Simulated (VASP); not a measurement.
# SrIn4O3 (Im-3m) in VASP: further runs

The runs below take SrIn4O3 through single point, relaxation of cell and atoms, with PBE.

Program: VASP 6.6.1. These are calculated values, not measurements. Logs are shortened: lines on timing, memory, paths and dates and some standing lists are left out, and cuts for length are marked.

## (1) The cell of the first run

It takes space group Im-3m (No. 229, cubic). Conventional cell: a = 7.090 Å, b = 7.090 Å, c = 7.090 Å, α = 90.00°, β = 90.00°, γ = 90.00°. Sr (site symmetry m-3m) has 8 In at 3.07 Å and 6 O at 3.55 Å within 4.0 Å. In (site symmetry -3m) has 2 Sr at 3.07 Å and 6 O at 3.07 Å and 6 In at 3.55 Å within 4.0 Å. Within 4.0 Å of O (site symmetry 4/mmm) lie 8 In at 3.07 Å and 2 Sr at 3.55 Å and 4 O at 3.55 Å.

The cell was generated, and may not be a known phase.

## (2) Single point, PBE

Contents of INCAR:

```
SYSTEM = SrIn4O3
ALGO     = Normal         ! electronic algorithm
EDIFF    = 1E-6           ! SCF threshold, eV
ENCUT    = 600            ! plane-wave cutoff, eV
GGA      = PE             ! functional
GGA_COMPAT= .False.      
ISIF     = 2              ! what is computed and relaxed
ISMEAR   = 0              ! smearing method
LASPH    = .True.         ! aspherical terms in the spheres
LCHARG   = .False.        ! write CHGCAR
LREAL    = .False.        ! projectors in reciprocal space
LWAVE    = .False.        ! write WAVECAR
NBANDS   = 50             ! bands
NELM     = 120            ! most SCF steps
PREC     = Accurate       ! precision mode
SIGMA    = 0.1            ! smearing width, eV
```

Contents of KPOINTS:

```
k-points
0
Gamma
  4 4 4
  0 0 0
```

Contents of POSCAR:

```
SrIn4O3
1.0
   -3.5452012400      3.5452012400      3.5452012400
    3.5452012400     -3.5452012400      3.5452012400
    3.5452012400      3.5452012400     -3.5452012400
Sr In O
1 4 3
Direct
    0.0000000000      0.0000000000      0.0000000000
    0.5000000000      0.5000000000      0.5000000000
    0.0000000000      0.0000000000      0.5000000000
    0.0000000000      0.5000000000      0.0000000000
    0.5000000000      0.0000000000      0.0000000000
    0.0000000000      0.5000000000      0.5000000000
    0.5000000000      0.0000000000      0.5000000000
    0.5000000000      0.5000000000      0.0000000000
```

Potentials or basis: VASP PAW PBE potentials, release 64 (Sr_sv, In_d, O).

Command:

```bash
> cat potpaw_PBE.64/Sr_sv/POTCAR potpaw_PBE.64/In_d/POTCAR potpaw_PBE.64/O/POTCAR > POTCAR
> mpirun -np 1 vasp_std > vasp.out
```

OUTCAR:

```text
SYSTEM = SrIn4O3
   EDIFF = 1E-6
   ENCUT = 600
   GGA = PE
   ISIF = 2
   ISMEAR = 0
   LASPH = .True.
   LREAL = .False.
   NELM = 120
   PREC = Accurate

 ion  position               nearest neighbor table
   1  0.000  0.000  0.000-   2 3.07   3 3.07   4 3.07   5 3.07   3 3.07   4 3.07   5 3.07   2 3.07
                             7 3.55   6 3.55   8 3.55   7 3.55   8 3.55   6 3.55
   2  0.500  0.500  0.500-   1 3.07   1 3.07   4 3.55   5 3.55   5 3.55   4 3.55   3 3.55   3 3.55

   3  0.000  0.000  0.500-   1 3.07   1 3.07   4 3.55   5 3.55   2 3.55   4 3.55   5 3.55   2 3.55

   4  0.000  0.500  0.000-   1 3.07   1 3.07   3 3.55   5 3.55   2 3.55   3 3.55   2 3.55   5 3.55

   5  0.500  0.000  0.000-   1 3.07   1 3.07   3 3.55   4 3.55   2 3.55   2 3.55   3 3.55   4 3.55

   6  0.000  0.500  0.500-   1 3.55   1 3.55
   7  0.500  0.000  0.500-   1 3.55   1 3.55
   8  0.500  0.500  0.000-   1 3.55   1 3.55

  LATTYP: Found a body centered cubic cell.
 ALAT       =     7.0904024800

  Lattice vectors:

 A1 = (  -3.5452012400,   3.5452012400,   3.5452012400)
 A2 = (   3.5452012400,  -3.5452012400,   3.5452012400)
 A3 = (   3.5452012400,   3.5452012400,  -3.5452012400)

Analysis of symmetry for initial positions (statically):
=====================================================================
 Subroutine PRICEL returns:
 Original cell was already a primitive cell.

 Routine SETGRP: Setting up the symmetry group for a
 body centered cubic supercell.

 Subroutine GETGRP returns: Found 48 space group operations
 (whereof 48 operations were pure point group operations)
 out of a pool of 48 trial point group operations.

The static configuration has the point symmetry O_h .

Analysis of symmetry for dynamics (positions and initial velocities):
=====================================================================
 Subroutine PRICEL returns:
 Original cell was already a primitive cell.

 Routine SETGRP: Setting up the symmetry group for a
 body centered cubic supercell.

 Subroutine GETGRP returns: Found 48 space group operations
 (whereof 48 operations were pure point group operations)
 out of a pool of 48 trial point group operations.

The dynamic configuration has the point symmetry O_h .

 Subroutine INISYM returns: Found 48 space group operations
 (whereof 48 operations are pure point group operations),
 and found     1 'primitive' translations

----------------------------------------------------------------------------------------

                                     Primitive cell

  volume of cell :     178.2308

  direct lattice vectors                    reciprocal lattice vectors
    -3.545201240  3.545201240  3.545201240     0.000000000  0.141035717  0.141035717
     3.545201240 -3.545201240  3.545201240     0.141035717  0.000000000  0.141035717
     3.545201240  3.545201240 -3.545201240     0.141035717  0.141035717  0.000000000

  length of vectors
     6.140468671  6.140468671  6.140468671     0.199454624  0.199454624  0.199454624

  position of ions in fractional coordinates (direct lattice)
     0.000000000  0.000000000  0.000000000
     0.500000000  0.500000000  0.500000000
     0.000000000  0.000000000  0.500000000
     0.000000000  0.500000000  0.000000000
     0.500000000  0.000000000  0.000000000
     0.000000000  0.500000000  0.500000000
     0.500000000  0.000000000  0.500000000
     0.500000000  0.500000000  0.000000000

  ion indices of the primitive-cell ions
   primitive index   ion index
                 1           1
                 2           2
                 3           3
                 4           4
                 5           5
                 6           6
                 7           7
                 8           8

----------------------------------------------------------------------------------------

 KPOINTS: k-points

Automatic generation of k-mesh.
 Grid dimensions read from file:
 generate k-points for:    4    4    4

 Generating k-lattice:

  Cartesian coordinates                     Fractional coordinates (reciprocal lattice)
     0.000000000  0.035258929  0.035258929     0.250000000  0.000000000  0.000000000
     0.035258929  0.000000000  0.035258929     0.000000000  0.250000000  0.000000000
     0.035258929  0.035258929  0.000000000     0.000000000  0.000000000  0.250000000

  Length of vectors
     0.049863656  0.049863656  0.049863656

  Shift w.r.t. Gamma in fractional coordinates (k-lattice)
     0.000000000  0.000000000  0.000000000

 Subroutine IBZKPT returns following result:
 ===========================================

 Found      8 irreducible k-points:

 Following reciprocal coordinates:
            Coordinates               Weight
  0.000000  0.000000  0.000000      1.000000
  0.250000  0.000000  0.000000     12.000000
  0.500000  0.000000  0.000000      6.000000
  0.250000  0.250000  0.000000     24.000000
  0.250000  0.250000  0.250000      2.000000
 -0.250000  0.250000  0.250000      6.000000
  0.500000  0.500000  0.250000     12.000000
  0.500000  0.500000  0.500000      1.000000
   k-points           NKPTS =      8   k-points in BZ     NKDIM =      8   number of bands    NBANDS=     50
   number of dos      NEDOS =    301   number of ions     NIONS =      8
   total plane-waves  NPLWV = 125000
   dimension x,y,z NGX =    50 NGY =   50 NGZ =   50
   dimension x,y,z NGXF=   100 NGYF=  100 NGZF=  100
   ions per type =               1   4   3
   NGX,Y,Z   is equivalent  to a cutoff of  13.54, 13.54, 13.54 a.u.
   NGXF,Y,Z  is equivalent  to a cutoff of  27.07, 27.07, 27.07 a.u.
 SYSTEM =  SrIn4O3
   PREC   = accura    normal or accurate (medium, high low for compatibility)
   ISTART =      0    job   : 0-new  1-cont  2-samecut
   ICHARG =      2    charge: 1-file 2-atom 10-const
   ISPIN  =      1    spin polarized calculation?
   LNONCOLLINEAR =      F non collinear calculations
   LSORBIT =      F    spin-orbit coupling
   LASPH  =      T    aspherical Exc in radial PAW
   ENCUT  =  600.0 eV  44.10 Ry    6.64 a.u.  12.26 12.26 12.26*2*pi/ulx,y,z
   NELM   =    120;   NELMIN=  2; NELMDL= -5     # of ELM steps
   EDIFF  = 0.1E-05   stopping-criterion for ELM
   LREAL  =      F    real-space projection
   EDIFFG = 0.1E-04   stopping-criterion for IOM
   NSW    =      0    number of steps for IOM
   IBRION =     -1    ionic relax: 0-MD 1-quasi-New 2-CG
   NFREE  =      0    steps in history (QN), initial steepest desc. (CG)
   ISIF   =      2    stress and relaxation
   ISYM   =      2    0-nonsym 1-usesym 2-fastsym
   POTIM  = 0.5000    time-step for ionic-motion
   TEBEG  =    0.0;   TEEND  =   0.0 temperature during run
   PSTRESS=    0.0 pullay stress
   NELECT =      80.0000    total number of electrons
   NUPDOWN=      -1.0000    fix difference up-down
   EMIN   =  10.00;   EMAX   =-10.00  energy-range for DOS
   EFERMI =   0.00;   METHOD = LEGACY
   ISMEAR =     0;   SIGMA  =   0.10  broadening in eV -4-tet -1-fermi 0-gaus
   EFERMI_NEDOS =   21; number of points for ismear=-14 and -15
   IALGO  =     38    algorithm
   IMIX   =      4    mixing-type and parameters
     AMIX     =   0.40;   BMIX     =  1.00
     AMIX_MAG =   1.60;   BMIX_MAG =  1.00
  volume/ion in A,a.u.               =      22.28       150.35
  Fermi-wavevector in a.u.,A,eV,Ry     =   1.253460  2.368697 21.376969  1.571163
  Thomas-Fermi vector in A             =   2.387312
   LORBIT       =      0    0 simple, 1 ext, 2 COOP (PROOUT), +10 PAW based schemes
   GGA     = PE    functional components
   LHFCALC =     F    Hartree Fock is set to
   AEXX    =    0.0000 exact exchange contribution
   IVDW    =     0    specifies the selected vdW correction
   LEPSILON=     F    determine dielectric tensor
   LRPA    =     F    only Hartree local field effects (RPA)
 non-spin polarized calculation
 Gauss-broadening in eV      SIGMA  =   0.10
  energy-cutoff  :      600.00
  volume of cell :      178.23
 maximum number of plane-waves:      5979
 NGX is ok and might be reduce to    50
   NGX = 25   NGY = 25   NGZ = 25

 number of electron      80.0000017 magnetization

 Free energy of the ion-electron system (eV)
  ---------------------------------------------------
  ext. energy  EPLUGINS =         0.00000000
  ---------------------------------------------------
  free energy    TOTEN  =       -26.29630543 eV

  energy without entropy =      -26.27795403  energy(sigma->0) =      -26.28712973

 E-fermi :   4.1451     XC(G=0):  -9.6600

 val. band max:        4.1046676001   @ k =   0.5000   0.5000   0.2500
 cond. band min:       4.2261516227   @ k =   0.5000   0.5000   0.2500
 fundamental gap:      0.1214840226
 Fermi energy:         4.1450865396

 k-point     1 :       0.0000    0.0000    0.0000
  band No.  band energies     occupation
      1     -31.5758      2.00000
      2     -13.7475      2.00000
      3     -13.7475      2.00000
      4     -13.7475      2.00000
      5     -11.5235      2.00000
      6     -11.3979      2.00000
[... 42 lines left out ...]
     49       9.7990      0.00000
     50       9.8103      0.00000

 k-point     2 :       0.2500    0.0000    0.0000
  band No.  band energies     occupation
      1     -31.5753      2.00000
      2     -13.7923      2.00000
      3     -13.7697      2.00000
      4     -13.7523      2.00000
      5     -11.4840      2.00000
      6     -11.3907      2.00000
[... 42 lines left out ...]
     49       8.7915      0.00000
     50       9.6187      0.00000

 k-point     3 :       0.5000    0.0000    0.0000
  band No.  band energies     occupation
      1     -31.5749      2.00000
      2     -13.8355      2.00000
      3     -13.7916      2.00000
      4     -13.7571      2.00000
      5     -11.4315      2.00000
      6     -11.3960      2.00000
[... 254 lines left out ...]
     49       9.0001      0.00000
     50       9.2691      0.00000

 k-point     8 :       0.5000    0.5000    0.5000
  band No.  band energies     occupation
      1     -31.5739      2.00000
      2     -13.8352      2.00000
      3     -13.8352      2.00000
      4     -13.8352      2.00000
      5     -11.4006      2.00000
      6     -11.4006      2.00000
[... 42 lines left out ...]
     49       9.0231      0.00000
     50       9.1327      0.00000

------------------------ aborting loop because EDIFF is reached ----------------------------------------

  FORCE on cell =-STRESS in cart. coord.  units (eV):
  Direction    XX          YY          ZZ          XY          YZ          ZX
  --------------------------------------------------------------------------------------
  -------------------------------------------------------------------------------------
  Total       -3.6960240     -3.6960240     -3.6960240     -0.0000000     -0.0000000      0.0000000
  in kB      -33.2248249    -33.2248249    -33.2248249     -0.0000000     -0.0000000      0.0000000
  external PRESSURE =     -33.2248249 kB  Pullay stress =       0.0000000 kB

 VOLUME and BASIS-vectors are now :
 -----------------------------------------------------------------------------
  energy-cutoff  :      600.00
  volume of cell :      178.23
      direct lattice vectors                 reciprocal lattice vectors
    -3.545201240  3.545201240  3.545201240     0.000000000  0.141035717  0.141035717
     3.545201240 -3.545201240  3.545201240     0.141035717  0.000000000  0.141035717
     3.545201240  3.545201240 -3.545201240     0.141035717  0.141035717  0.000000000

 POSITION                                       TOTAL-FORCE (eV/Angst)
 -----------------------------------------------------------------------------------
      0.00000      0.00000      0.00000        -0.000000      0.000000      0.000000
      1.77260      1.77260      1.77260        -0.000000     -0.000000     -0.000000
      1.77260      1.77260     -1.77260         0.000000     -0.000000     -0.000000
      1.77260     -1.77260      1.77260        -0.000000      0.000000      0.000000
     -1.77260      1.77260      1.77260         0.000000     -0.000000      0.000000
      3.54520      0.00000      0.00000        -0.000000      0.000000     -0.000000
      0.00000      3.54520      0.00000        -0.000000      0.000000      0.000000
      0.00000      0.00000      3.54520         0.000000      0.000000      0.000000
 -----------------------------------------------------------------------------------
    total drift:                                0.000000     -0.000000      0.000000

  FREE ENERGIE OF THE ION-ELECTRON SYSTEM (eV)
  ---------------------------------------------------
  free  energy   TOTEN  =       -26.2963054292 eV

  energy  without entropy=      -26.2779540335  energy(sigma->0) =      -26.28712973
```

Run time: 2.9 min. Hardware: 1 thread of Oxide Virtual Turin-like, shared host; peak memory 0.35 GiB.

Results:

* Free energy: -26.2963 eV
* Pressure: -3.3 GPa
* Band gap on the k mesh: zero (bands 40 and 41 overlap by 0.03 eV)

Caveat: the cell stands under tension; spin-orbit coupling is left out, which moves the levels of the heavy elements.

(Continued in part 2 of 2.)

The gap in the log of VASP goes by the Fermi energy; the results here count the filled bands.